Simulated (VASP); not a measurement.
# Fe (P6_3/mmc) in VASP: notebook

Fe is run at these levels: r2SCAN; tasks: single point, relaxation of cell and atoms.

Everything below comes from runs of VASP 6.6.1. Logs are shortened: lines on timing, memory, paths and dates and some standing lists are left out, and cuts for length are marked.

### Step 1. The cell of the first run

The structure is hexagonal, space group P6_3/mmc (No. 194). Conventional cell: a = 3.671 Å, b = 3.671 Å, c = 4.210 Å, α = 90.00°, β = 90.00°, γ = 120.00°. Within 2.8 Å of Fe (site symmetry -6m2) lie 5 Fe at 2.10 to 2.12 Å. Fe (site symmetry -6m2) has 3 Fe at 2.12 Å within 2.8 Å.

This isn't the form of Fe at room conditions, which is bcc.

### Step 2. Single point, r2SCAN

POSCAR

```
Fe
1.0
    3.6714202709      0.0000000000      0.0000000000
   -1.8357101354      3.1795432225      0.0000000000
    0.0000000000      0.0000000000      4.2095415749
Fe
4
Direct
    0.0000000000      0.0000000000      0.2500000000
    0.0000000000      0.0000000000      0.7500000000
    0.3333333333      0.6666666667      0.7500000000
    0.6666666667      0.3333333333      0.2500000000
```

INCAR.step1

```
SYSTEM = Fe
  PREC = Accurate
  ENCUT = 660
  ISMEAR = 0
  SIGMA = 0.1
  LREAL = .False.
  LASPH = .True.
  NELM = 120
  NBANDS = 40
  GGA = PE
  ALGO = Normal
  EDIFF = 1E-5
  LWAVE = .True.
  LCHARG = .False.
  GGA_COMPAT = .False.
```

INCAR.step2

```
SYSTEM = Fe
  PREC = Accurate
  ENCUT = 660
  EDIFF = 1E-6
  ISMEAR = 0
  SIGMA = 0.1
  LREAL = .False.
  LASPH = .True.
  NELM = 120
  ALGO = Normal
  ISIF = 2
  LWAVE = .False.
  LCHARG = .True.
  METAGGA = R2SCAN
  LMIXTAU = .True.
  LELF = .True.
  LVHAR = .True.
  NBANDS = 40
  ISTART = 1
  GGA_COMPAT = .False.
```

KPOINTS

```
Automatic mesh
0
Gamma
  15 15 12
  0 0 0
```

Potentials or basis: VASP PAW PBE potentials, release 64 (Fe_sv).

Command:

```console
$ cat potpaw_PBE.64/Fe_sv/POTCAR > POTCAR
$ cp INCAR.step1 INCAR
$ mpirun -np 1 vasp_std > vasp.out
$ cp INCAR.step2 INCAR
$ mpirun -np 1 vasp_std > vasp.out
```

OUTCAR:

```text
SYSTEM = Fe
   PREC = Accurate
   ENCUT = 660
   EDIFF = 1E-6
   ISMEAR = 0
   LREAL = .False.
   LASPH = .True.
   NELM = 120
   ISIF = 2
   METAGGA = R2SCAN
   ISTART = 1

 ion  position               nearest neighbor table
   1  0.000  0.000  0.250-   2 2.10   2 2.10   4 2.12   4 2.12   4 2.12
   2  0.000  0.000  0.750-   1 2.10   1 2.10   3 2.12   3 2.12   3 2.12
   3  0.333  0.667  0.750-   2 2.12   2 2.12   2 2.12
   4  0.667  0.333  0.250-   1 2.12   1 2.12   1 2.12

  LATTYP: Found a hexagonal cell.
 ALAT       =     3.6714202709
 C/A-ratio  =     1.1465703364

  Lattice vectors:

 A1 = (   3.6714202709,   0.0000000000,   0.0000000000)
 A2 = (  -1.8357101354,   3.1795432225,   0.0000000000)
 A3 = (   0.0000000000,   0.0000000000,   4.2095415749)

Analysis of symmetry for initial positions (statically):
=====================================================================
 Subroutine PRICEL returns:
 Original cell was already a primitive cell.

 Routine SETGRP: Setting up the symmetry group for a
 hexagonal supercell.

 Subroutine GETGRP returns: Found 24 space group operations
 (whereof 12 operations were pure point group operations)
 out of a pool of 24 trial point group operations.

The static configuration has the point symmetry D_3d.
 The point group associated with its full space group is D_6h.

Analysis of symmetry for dynamics (positions and initial velocities):
=====================================================================
 Subroutine PRICEL returns:
 Original cell was already a primitive cell.

 Routine SETGRP: Setting up the symmetry group for a
 hexagonal supercell.

 Subroutine GETGRP returns: Found 24 space group operations
 (whereof 12 operations were pure point group operations)
 out of a pool of 24 trial point group operations.

The dynamic configuration has the point symmetry D_3d.
 The point group associated with its full space group is D_6h.

 Subroutine INISYM returns: Found 24 space group operations
 (whereof 12 operations are pure point group operations),
 and found     1 'primitive' translations

----------------------------------------------------------------------------------------

                                     Primitive cell

  volume of cell :      49.1398

  direct lattice vectors                    reciprocal lattice vectors
     3.671420271  0.000000000  0.000000000     0.272374157  0.157255293  0.000000000
    -1.835710135  3.179543222  0.000000000     0.000000000  0.314510585  0.000000000
     0.000000000  0.000000000  4.209541575     0.000000000  0.000000000  0.237555559

  length of vectors
     3.671420271  3.671420271  4.209541575     0.314510585  0.314510585  0.237555559

  position of ions in fractional coordinates (direct lattice)
     0.000000000  0.000000000  0.250000000
     0.000000000  0.000000000  0.750000000
     0.333333333  0.666666667  0.750000000
     0.666666667  0.333333333  0.250000000

  ion indices of the primitive-cell ions
   primitive index   ion index
                 1           1
                 2           2
                 3           3
                 4           4

----------------------------------------------------------------------------------------

 KPOINTS: Automatic mesh

Automatic generation of k-mesh.
 Grid dimensions read from file:
 generate k-points for:   15   15   12

 Generating k-lattice:

  Cartesian coordinates                     Fractional coordinates (reciprocal lattice)
     0.018158277  0.010483686  0.000000000     0.066666667  0.000000000  0.000000000
     0.000000000  0.020967372  0.000000000     0.000000000  0.066666667  0.000000000
     0.000000000  0.000000000  0.019796297     0.000000000  0.000000000  0.083333333

  Length of vectors
     0.020967372  0.020967372  0.019796297

  Shift w.r.t. Gamma in fractional coordinates (k-lattice)
     0.000000000  0.000000000  0.000000000

 Subroutine IBZKPT returns following result:
 ===========================================

 Found    189 irreducible k-points:

 Following reciprocal coordinates:
            Coordinates               Weight
  0.000000  0.000000  0.000000      1.000000
  0.066667  0.000000  0.000000      6.000000
  0.133333  0.000000  0.000000      6.000000
  0.200000  0.000000  0.000000      6.000000
  0.266667  0.000000  0.000000      6.000000
  0.333333  0.000000  0.000000      6.000000
[... 16 lines left out ...]
  0.333333  0.200000  0.000000     12.000000
  0.400000  0.200000  0.000000      6.000000
 [... further k-points ...]
   k-points           NKPTS =    189   k-points in BZ     NKDIM =    189   number of bands    NBANDS=     40
   number of dos      NEDOS =    301   number of ions     NIONS =      4
   total plane-waves  NPLWV =  36864
   dimension x,y,z NGX =    32 NGY =   32 NGZ =   36
   dimension x,y,z NGXF=    64 NGYF=   64 NGZF=   72
   ions per type =               4
   NGX,Y,Z   is equivalent  to a cutoff of  14.49, 14.49, 14.22 a.u.
   NGXF,Y,Z  is equivalent  to a cutoff of  28.98, 28.98, 28.43 a.u.
 SYSTEM =  Fe
   PREC   = accura    normal or accurate (medium, high low for compatibility)
   ISTART =      1    job   : 0-new  1-cont  2-samecut
   ICHARG =      0    charge: 1-file 2-atom 10-const
   ISPIN  =      1    spin polarized calculation?
   LNONCOLLINEAR =      F non collinear calculations
   LSORBIT =      F    spin-orbit coupling
   LASPH  =      T    aspherical Exc in radial PAW
   ENCUT  =  660.0 eV  48.51 Ry    6.96 a.u.   7.69  7.69  8.82*2*pi/ulx,y,z
   NELM   =    120;   NELMIN=  2; NELMDL=  0     # of ELM steps
   EDIFF  = 0.1E-05   stopping-criterion for ELM
   LREAL  =      F    real-space projection
   EDIFFG = 0.1E-04   stopping-criterion for IOM
   NSW    =      0    number of steps for IOM
   IBRION =     -1    ionic relax: 0-MD 1-quasi-New 2-CG
   NFREE  =      0    steps in history (QN), initial steepest desc. (CG)
   ISIF   =      2    stress and relaxation
   ISYM   =      2    0-nonsym 1-usesym 2-fastsym
   POTIM  = 0.5000    time-step for ionic-motion
   TEBEG  =    0.0;   TEEND  =   0.0 temperature during run
   PSTRESS=    0.0 pullay stress
   NELECT =      64.0000    total number of electrons
   NUPDOWN=      -1.0000    fix difference up-down
   EMIN   =  10.00;   EMAX   =-10.00  energy-range for DOS
   EFERMI =   0.00;   METHOD = LEGACY
   ISMEAR =     0;   SIGMA  =   0.10  broadening in eV -4-tet -1-fermi 0-gaus
   EFERMI_NEDOS =   21; number of points for ismear=-14 and -15
   IALGO  =     38    algorithm
   IMIX   =      4    mixing-type and parameters
     AMIX     =   0.40;   BMIX     =  1.00
     AMIX_MAG =   1.60;   BMIX_MAG =  1.00
  volume/ion in A,a.u.               =      12.28        82.90
  Fermi-wavevector in a.u.,A,eV,Ry     =   1.787819  3.378489 43.488270  3.196298
  Thomas-Fermi vector in A             =   2.851121
   LORBIT       =      0    0 simple, 1 ext, 2 COOP (PROOUT), +10 PAW based schemes
   METAGGA = R2SCAN    functional components
   LHFCALC =     F    Hartree Fock is set to
   AEXX    =    0.0000 exact exchange contribution
   IVDW    =     0    specifies the selected vdW correction
   LEPSILON=     F    determine dielectric tensor
   LRPA    =     F    only Hartree local field effects (RPA)
 non-spin polarized calculation
 Gauss-broadening in eV      SIGMA  =   0.10
  energy-cutoff  :      660.00
  volume of cell :       49.14
 maximum number of plane-waves:      1926
 NGX is ok and might be reduce to    32
   NGX = 15   NGY = 15   NGZ = 17

 number of electron      64.0000030 magnetization

 Free energy of the ion-electron system (eV)
  ---------------------------------------------------
  ext. energy  EPLUGINS =         0.00000000
  ---------------------------------------------------
  free energy    TOTEN  =       -50.68561173 eV

  energy without entropy =      -50.64224831  energy(sigma->0) =      -50.66393002

 E-fermi :  11.0806     XC(G=0): -14.1114

 val. band max:       11.0799487096   @ k =   0.3333   0.2667   0.3333
 cond. band min:      11.0822572559   @ k =   0.2667   0.0000   0.0833
 fundamental gap:      0.0023085463
 Fermi energy:        11.0805977128

 k-point     1 :       0.0000    0.0000    0.0000
  band No.  band energies     occupation
      1     -79.8247      2.00000
      2     -79.6283      2.00000
      3     -79.2122      2.00000
      4     -79.1909      2.00000
      5     -45.2290      2.00000
      6     -44.6957      2.00000
[... 32 lines left out ...]
     39      18.1643      0.00000
     40      19.5258      0.00000

 k-point     2 :       0.0667    0.0000    0.0000
  band No.  band energies     occupation
      1     -79.8234      2.00000
      2     -79.6266      2.00000
      3     -79.2136      2.00000
      4     -79.1928      2.00000
      5     -45.2285      2.00000
      6     -44.6990      2.00000
[... 32 lines left out ...]
     39      18.1762      0.00000
     40      18.7572      0.00000

 k-point     3 :       0.1333    0.0000    0.0000
  band No.  band energies     occupation
      1     -79.8194      2.00000
      2     -79.6216      2.00000
      3     -79.2175      2.00000
      4     -79.1982      2.00000
      5     -45.2271      2.00000
      6     -44.7082      2.00000
[... 32 lines left out ...]
     39      17.3781      0.00000
     40      17.9715      0.00000

 k-point     4 :       0.2000    0.0000    0.0000
  band No.  band energies     occupation
      1     -79.8136      2.00000
      2     -79.6139      2.00000
      3     -79.2234      2.00000
      4     -79.2066      2.00000
      5     -45.2252      2.00000
      6     -44.7213      2.00000
[... 32 lines left out ...]
     39      15.9927      0.00000
     40      16.9579      0.00000
[... 772 lines left out ...]
     39      13.3289      0.00000
     40      16.2062      0.00000

 k-point    23 :       0.3333    0.2000    0.0000
  band No.  band energies     occupation
      1     -79.7896      2.00000
      2     -79.5809      2.00000
      3     -79.2463      2.00000
      4     -79.2432      2.00000
      5     -45.2175      2.00000
      6     -44.7574      2.00000
[... 32 lines left out ...]
     39      12.8632      0.00000
     40      17.0580      0.00000

 k-point    24 :       0.4000    0.2000    0.0000
  band No.  band energies     occupation
      1     -79.7883      2.00000
      2     -79.5791      2.00000
      3     -79.2468      2.00000
      4     -79.2460      2.00000
      5     -45.2170      2.00000
      6     -44.7595      2.00000
[... 32 lines left out ...]
     39      12.7174      0.00000
     40      17.5802      0.00000

 [... further k-points ...]

------------------------ aborting loop because EDIFF is reached ----------------------------------------

  FORCE on cell =-STRESS in cart. coord.  units (eV):
  Direction    XX          YY          ZZ          XY          YZ          ZX
  --------------------------------------------------------------------------------------
  -------------------------------------------------------------------------------------
  Total       -0.5745328     -0.5745328     -0.5908102     -0.0000000      0.0000000      0.0000000
  in kB      -18.7323304    -18.7323304    -19.2630458     -0.0000000      0.0000000      0.0000000
  external PRESSURE =     -18.9092355 kB  Pullay stress =       0.0000000 kB

 VOLUME and BASIS-vectors are now :
 -----------------------------------------------------------------------------
  energy-cutoff  :      660.00
  volume of cell :       49.14
      direct lattice vectors                 reciprocal lattice vectors
     3.671420271  0.000000000  0.000000000     0.272374157  0.157255293  0.000000000
    -1.835710135  3.179543222  0.000000000     0.000000000  0.314510585  0.000000000
     0.000000000  0.000000000  4.209541575     0.000000000  0.000000000  0.237555559

 POSITION                                       TOTAL-FORCE (eV/Angst)
 -----------------------------------------------------------------------------------
      0.00000      0.00000      1.05239         0.000000     -0.000000      0.000000
      0.00000      0.00000      3.15716        -0.000000      0.000000      0.000000
     -0.00000      2.11970      3.15716         0.000000      0.000000     -0.000000
      1.83571      1.05985      1.05239        -0.000000      0.000000      0.000000
 -----------------------------------------------------------------------------------
    total drift:                               -0.000000      0.000000      0.000000

  FREE ENERGIE OF THE ION-ELECTRON SYSTEM (eV)
  ---------------------------------------------------
  free  energy   TOTEN  =       -50.6856117308 eV

  energy  without entropy=      -50.6422483080  energy(sigma->0) =      -50.66393002
```

It took 21 min on 1 thread of AMD EPYC 9R45 (Zen 5), shared host; peak memory 0.43 GiB.

What came out:

```
Free energy            : -50.6856 eV
Pressure               : -1.9 GPa
Band gap on the k mesh : zero (bands 32 and 33 overlap by 1.07 eV)
```

Levels at points of the mesh, in eV from the Fermi level:
```csv
k point,band 29,band 30,band 31,band 32,band 33,band 34,band 35,band 36
"(0.00, 0.00, 0.00)",-1.54,-1.30,-1.30,-0.66,-0.25,0.29,0.29,0.54
"(0.00, 0.00, 0.50)",-1.10,-1.10,-1.10,-1.10,-0.31,-0.31,-0.02,-0.02
```

Caveat: the PAW data sets were made with another functional, which shifts forces and pressure a little; the run has no spin polarisation, though such a crystal can be magnetic. Spin polarisation is off, so any magnetic state and its effect on volume and gap are missing.

[end of part 1 of 2]
